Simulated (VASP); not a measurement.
# Mg3Ga2Sn2GeP8 (P1) in VASP: single point with PBE

Aim: the single point of Mg3Ga2Sn2GeP8 with PBE.

Everything below comes from runs of VASP 6.6.1. Logs are shortened: lines on timing, memory, paths and dates and some standing lists are left out, and cuts for length are marked.

## (1) The cell of the first run

The typed cell holds 16 atoms: a = 8.148 Å, b = 8.136 Å, c = 8.148 Å, α = 59.86°, β = 59.72°, γ = 59.86°.

## (2) Single point, PBE

Contents of INCAR:

```
PREC = Accurate
ENCUT = 520
EDIFF = 1E-6
ISMEAR = 0
SIGMA = 0.1
LREAL = Auto
LASPH = True
NELM = 80
ALGO = Normal
ISIF = 2
LWAVE = False
LCHARG = False
GGA = PE
NBANDS = 71
ISYM = 0
```

Contents of KPOINTS:

```
regular mesh
0
Gamma
  3 3 3
```

Contents of POSCAR:

```
Mg3Ga2Sn2GeP8
1.0
   -5.7535831821      5.7695734761      0.0162416897
   -5.7530369959      0.0165102578      5.7527173636
   -0.0162328522      5.7695826628      5.7532669005
Mg P Ga Ge Sn
3 8 2 1 2
Direct
    0.0014211967      0.9915281834      0.0150730656
    0.5145301926      0.9917786466      0.5015508787
    0.9959931290      0.5211378896      0.4959141639
    0.8773679924      0.8830042921      0.3778675777
    0.3650763244      0.8929011772      0.3685445400
    0.8842475727      0.3626091156      0.3838918830
    0.8688370593      0.8929112737      0.8648851457
    0.3762645919      0.3739071461      0.3602212936
    0.3814227714      0.8660516014      0.8815291685
    0.8604852092      0.3736973825      0.8761763744
    0.3838461828      0.3659174151      0.8835484273
    0.5057626592      0.9758615734      0.0054278732
    0.9941981874      0.9897388074      0.4938761358
    0.5036844321      0.5115588855      0.0034573484
    0.9835403821      0.5090202239      0.9991991913
    0.4995561720      0.5089907146      0.4832353563
```

Potentials or basis: VASP PAW PBE potentials, release 64 (Mg, P, Ga_d, Ge_d, Sn_d).

The run is started by

```bash
$ cat potpaw_PBE.64/Mg/POTCAR potpaw_PBE.64/P/POTCAR potpaw_PBE.64/Ga_d/POTCAR potpaw_PBE.64/Ge_d/POTCAR potpaw_PBE.64/Sn_d/POTCAR > POTCAR
$ mpirun -np 1 vasp_std > vasp.out
```

OUTCAR:

```text
PREC = Accurate
   ENCUT = 520
   EDIFF = 1E-6
   ISMEAR = 0
   LREAL = Auto
   LASPH = True
   NELM = 80
   ISIF = 2
   GGA = PE
   ISYM = 0

 ion  position               nearest neighbor table
   1  0.001  0.992  0.015-   4 2.41   9 2.52  10 2.54   7 2.55
   2  0.515  0.992  0.502-   4 2.41   9 2.52   8 2.54   5 2.55
   3  0.996  0.521  0.496-   4 2.40   8 2.53  10 2.53   6 2.55
   4  0.877  0.883  0.378-  13 2.26   3 2.40   1 2.41   2 2.41
   5  0.365  0.893  0.369-  12 2.42  13 2.47  16 2.55   2 2.55
   6  0.884  0.363  0.384-  13 2.48   3 2.55  16 2.56  15 2.56
[... 8 lines left out ...]
  15  0.984  0.509  0.999-  10 2.54   7 2.55   6 2.56  11 2.66
  16  0.500  0.509  0.483-   8 2.54   5 2.55   6 2.56  11 2.66

IMPORTANT INFORMATION: All symmetrisations will be switched off!
NOSYMM: (Re-)initialisation of all symmetry stuff for point group C_1.

----------------------------------------------------------------------------------------

                                     Primitive cell

  volume of cell :     380.3072

  direct lattice vectors                    reciprocal lattice vectors
    -5.753583182  5.769573476  0.016241690    -0.087023830  0.086786085 -0.087277741
    -5.753036996  0.016510258  5.752717364    -0.087035394 -0.087039201  0.087040466
    -0.016232852  5.769582663  5.753266900     0.087272752  0.086785886  0.087028526

  length of vectors
     8.148126246  8.135813686  8.147909403     0.150739429  0.150754850  0.150739138

  position of ions in fractional coordinates (direct lattice)
     0.001421197  0.991528183  0.015073066
     0.514530193  0.991778647  0.501550879
     0.995993129  0.521137890  0.495914164
     0.877367992  0.883004292  0.377867578
     0.365076324  0.892901177  0.368544540
     0.884247573  0.362609116  0.383891883
[... 8 lines left out ...]
     0.983540382  0.509020224  0.999199191
     0.499556172  0.508990715  0.483235356

  ion indices of the primitive-cell ions
   primitive index   ion index
                 1           1
                 2           2
                 3           3
                 4           4
                 5           5
                 6           6
[... 8 lines left out ...]
                15          15
                16          16

----------------------------------------------------------------------------------------

 KPOINTS: regular mesh

Automatic generation of k-mesh.
 Grid dimensions read from file:
 generate k-points for:    3    3    3

 Generating k-lattice:

  Cartesian coordinates                     Fractional coordinates (reciprocal lattice)
    -0.029007943  0.028928695 -0.029092580     0.333333333  0.000000000  0.000000000
    -0.029011798 -0.029013067  0.029013489    -0.000000000  0.333333333  0.000000000
     0.029090917  0.028928629  0.029009509     0.000000000  0.000000000  0.333333333

  Length of vectors
     0.050246476  0.050251617  0.050246379

  Shift w.r.t. Gamma in fractional coordinates (k-lattice)
     0.000000000  0.000000000  0.000000000

 Subroutine IBZKPT returns following result:
 ===========================================

 Found     14 irreducible k-points:

 Following reciprocal coordinates:
            Coordinates               Weight
  0.000000  0.000000  0.000000      1.000000
  0.333333  0.000000  0.000000      2.000000
  0.000000  0.333333  0.000000      2.000000
  0.333333  0.333333  0.000000      2.000000
 -0.333333  0.333333  0.000000      2.000000
 -0.000000 -0.000000  0.333333      2.000000
  0.333333 -0.000000  0.333333      2.000000
 -0.333333 -0.000000  0.333333      2.000000
 -0.000000  0.333333  0.333333      2.000000
  0.333333  0.333333  0.333333      2.000000
 -0.333333  0.333333  0.333333      2.000000
 -0.000000 -0.333333  0.333333      2.000000
  0.333333 -0.333333  0.333333      2.000000
 -0.333333 -0.333333  0.333333      2.000000
   k-points           NKPTS =     14   k-points in BZ     NKDIM =     14   number of bands    NBANDS=     71
   number of dos      NEDOS =    301   number of ions     NIONS =     16
   total plane-waves  NPLWV = 262144
   dimension x,y,z NGX =    64 NGY =   64 NGZ =   64
   dimension x,y,z NGXF=   128 NGYF=  128 NGZF=  128
   ions per type =               3   8   2   1   2
   NGX,Y,Z   is equivalent  to a cutoff of  13.06, 13.08, 13.06 a.u.
   NGXF,Y,Z  is equivalent  to a cutoff of  26.12, 26.16, 26.12 a.u.
 SYSTEM =  unknown system
   PREC   = accura    normal or accurate (medium, high low for compatibility)
   ISTART =      0    job   : 0-new  1-cont  2-samecut
   ICHARG =      2    charge: 1-file 2-atom 10-const
   ISPIN  =      1    spin polarized calculation?
   LNONCOLLINEAR =      F non collinear calculations
   LSORBIT =      F    spin-orbit coupling
   LASPH  =      T    aspherical Exc in radial PAW
   ENCUT  =  520.0 eV  38.22 Ry    6.18 a.u.  15.15 15.13 15.15*2*pi/ulx,y,z
   NELM   =     80;   NELMIN=  2; NELMDL= -5     # of ELM steps
   EDIFF  = 0.1E-05   stopping-criterion for ELM
   LREAL  =      T    real-space projection
   EDIFFG = 0.1E-04   stopping-criterion for IOM
   NSW    =      0    number of steps for IOM
   IBRION =     -1    ionic relax: 0-MD 1-quasi-New 2-CG
   NFREE  =      0    steps in history (QN), initial steepest desc. (CG)
   ISIF   =      2    stress and relaxation
   ISYM   =      0    0-nonsym 1-usesym 2-fastsym
   POTIM  = 0.5000    time-step for ionic-motion
   TEBEG  =    0.0;   TEEND  =   0.0 temperature during run
   PSTRESS=    0.0 pullay stress
   NELECT =     114.0000    total number of electrons
   NUPDOWN=      -1.0000    fix difference up-down
   EMIN   =  10.00;   EMAX   =-10.00  energy-range for DOS
   EFERMI =   0.00;   METHOD = LEGACY
   ISMEAR =     0;   SIGMA  =   0.10  broadening in eV -4-tet -1-fermi 0-gaus
   EFERMI_NEDOS =   21; number of points for ismear=-14 and -15
   IALGO  =     38    algorithm
   IMIX   =      4    mixing-type and parameters
     AMIX     =   0.40;   BMIX     =  1.00
     AMIX_MAG =   1.60;   BMIX_MAG =  1.00
  volume/ion in A,a.u.               =      23.77       160.40
  Fermi-wavevector in a.u.,A,eV,Ry     =   1.095633  2.070445 16.332579  1.200411
  Thomas-Fermi vector in A             =   2.231960
   LORBIT       =      0    0 simple, 1 ext, 2 COOP (PROOUT), +10 PAW based schemes
   GGA     = PE    functional components
   LHFCALC =     F    Hartree Fock is set to
   AEXX    =    0.0000 exact exchange contribution
   IVDW    =     0    specifies the selected vdW correction
   LEPSILON=     F    determine dielectric tensor
   LRPA    =     F    only Hartree local field effects (RPA)
 non-spin polarized calculation
 Gauss-broadening in eV      SIGMA  =   0.10
  energy-cutoff  :      520.00
  volume of cell :      380.31
 maximum number of plane-waves:     10267
 NGX is ok and might be reduce to    64
   NGX = 31   NGY = 31   NGZ = 31

 number of electron     114.0000004 magnetization

 Free energy of the ion-electron system (eV)
  ---------------------------------------------------
  ext. energy  EPLUGINS =         0.00000000
  ---------------------------------------------------
  free energy    TOTEN  =       -69.83629163 eV

  energy without entropy =      -69.82944033  energy(sigma->0) =      -69.83286598

 E-fermi :   4.0388     XC(G=0):  -8.9948

 val. band max:        3.9943683120   @ k =   0.0000   0.0000   0.0000
 cond. band min:       4.0443786703   @ k =   0.0000   0.0000   0.0000
 fundamental gap:      0.0500103584
 Fermi energy:         4.0388359664

 k-point     1 :       0.0000    0.0000    0.0000
  band No.  band energies     occupation
      1     -21.1271      2.00000
      2     -21.1080      2.00000
      3     -21.0978      2.00000
      4     -21.0573      2.00000
      5     -21.0555      2.00000
      6     -17.8644      2.00000
[... 61 lines left out ...]
     68       7.1977      0.00000
     69       7.3967      0.00000

 k-point     2 :       0.3333    0.0000    0.0000
  band No.  band energies     occupation
      1     -21.1271      2.00000
      2     -21.1080      2.00000
      3     -21.0978      2.00000
      4     -21.0573      2.00000
      5     -21.0555      2.00000
      6     -17.8589      2.00000
[... 61 lines left out ...]
     68       7.5399      0.00000
     69       7.6580      0.00000

 k-point     3 :       0.0000    0.3333    0.0000
  band No.  band energies     occupation
      1     -21.1271      2.00000
      2     -21.1080      2.00000
      3     -21.0978      2.00000
      4     -21.0573      2.00000
      5     -21.0555      2.00000
      6     -17.8644      2.00000
[... 781 lines left out ...]
     68       7.8716      0.00000
     69       8.0044      0.00000

 k-point    14 :      -0.3333   -0.3333    0.3333
  band No.  band energies     occupation
      1     -21.1271      2.00000
      2     -21.1080      2.00000
      3     -21.0978      2.00000
      4     -21.0573      2.00000
      5     -21.0555      2.00000
      6     -17.8589      2.00000
[... 61 lines left out ...]
     68       7.9577      0.00000
     69       8.0004      0.00000
 [bands above 69 left out]

------------------------ aborting loop because EDIFF is reached ----------------------------------------

  FORCE on cell =-STRESS in cart. coord.  units (eV):
  Direction    XX          YY          ZZ          XY          YZ          ZX
  --------------------------------------------------------------------------------------
  -------------------------------------------------------------------------------------
  Total       -0.2156533     -0.1805382     -0.2130231      0.0029958      0.0068288     -0.0012476
  in kB       -0.9085151     -0.7605804     -0.8974345      0.0126211      0.0287687     -0.0052558
  external PRESSURE =      -0.8555100 kB  Pullay stress =       0.0000000 kB

 VOLUME and BASIS-vectors are now :
 -----------------------------------------------------------------------------
  energy-cutoff  :      520.00
  volume of cell :      380.31
      direct lattice vectors                 reciprocal lattice vectors
    -5.753583182  5.769573476  0.016241690    -0.087023830  0.086786085 -0.087277741
    -5.753036996  0.016510258  5.752717364    -0.087035394 -0.087039201  0.087040466
    -0.016232852  5.769582663  5.753266900     0.087272752  0.086785886  0.087028526

 POSITION                                       TOTAL-FORCE (eV/Angst)
 -----------------------------------------------------------------------------------
     -5.71272      0.11154      5.79072        -0.005436     -0.010737      0.005779
     -8.67427      5.87873      8.59934        -0.008437     -0.007923      0.004248
     -8.73670      8.61628      5.86726         0.000748     -0.000162     -0.001743
    -10.13410      7.25676      7.26790        -0.015385      0.025450      0.014825
     -7.24337      4.24742      7.26287         0.002032     -0.013135     -0.003031
     -7.17993      7.32261      4.30898        -0.002854      0.007477      0.002256
[... 8 lines left out ...]
     -8.60351     11.44797      8.69288        -0.008242      0.008450     -0.022458
     -5.81032      5.67870      5.71638         0.024754      0.007143      0.010832
 -----------------------------------------------------------------------------------
    total drift:                               -0.001401      0.018902      0.000532

  FREE ENERGIE OF THE ION-ELECTRON SYSTEM (eV)
  ---------------------------------------------------
  free  energy   TOTEN  =       -69.8362916349 eV

  energy  without entropy=      -69.8294403278  energy(sigma->0) =      -69.83286598
```

Wall time 35 min (1 thread of Intel Xeon 8259CL, shared host); peak memory 0.73 GiB.

What came out:

```
Free energy            : -69.8363 eV
Pressure               : -0.1 GPa
Largest force          : 0.058 eV/Å
Band gap on the k mesh : 0.05 eV
```

Forces in eV/Å, atoms in the order of the input:
```
Mg  -0.005 -0.011  0.006
Mg  -0.008 -0.008  0.004
Mg   0.001  0.000 -0.002
P   -0.015  0.025  0.015
P    0.002 -0.013 -0.003
P   -0.003  0.007  0.002
P    0.001 -0.013 -0.004
P   -0.002 -0.008 -0.005
P    0.013 -0.007 -0.013
P    0.005 -0.009  0.003
P    0.014 -0.023 -0.015
Ga  -0.010  0.003  0.010
Ga   0.022  0.002 -0.018
Ge  -0.031  0.038  0.031
Sn  -0.008  0.008 -0.022
Sn   0.025  0.007  0.011
```

Caveat: semilocal functionals underestimate gaps, and a narrow one can read as zero; spin-orbit coupling is left out, which moves the levels of the heavy elements. A k mesh can miss the band edges.
